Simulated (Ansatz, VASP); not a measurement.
# Two plane-wave programs on GaN

```
CELL_PARAMETERS angstrom
0.00000 2.24886 2.24886
2.24886 0.00000 2.24886
2.24886 2.24886 0.00000
ATOMIC_POSITIONS crystal
Ga 0.00000 0.00000 0.00000
N 0.25000 0.25000 0.25000
```

Alike in both runs: functional PBEsol; k mesh 15 × 15 × 15; occupations fermi-dirac, width 0.08 eV; no spin polarisation.

Ansatz relaxed the structure, and its values are those at the end. VASP's run is a single point on that final structure, the one shown.

|  | VASP | Ansatz |
| --- | --- | --- |
| version | VASP 6.6.1 | Ansatz 0.2.0 |
| potentials or method | VASP PAW PBE potentials, release 64 (Ga_d, N) | PAW with Ansatz's default frozen-core files, scalar-relativistic |
| plane-wave cutoff (eV) | 520 | 420 |
| valence electrons in the cell | 18 | 18 |

```csv
,VASP,Ansatz,Ansatz less VASP
pressure (GPa),-0.2,0.0,+0.22
```

VASP's potentials were made for PBE, not for PBEsol. With one functional, cell and mesh, what is left measures potentials, basis and numerics.
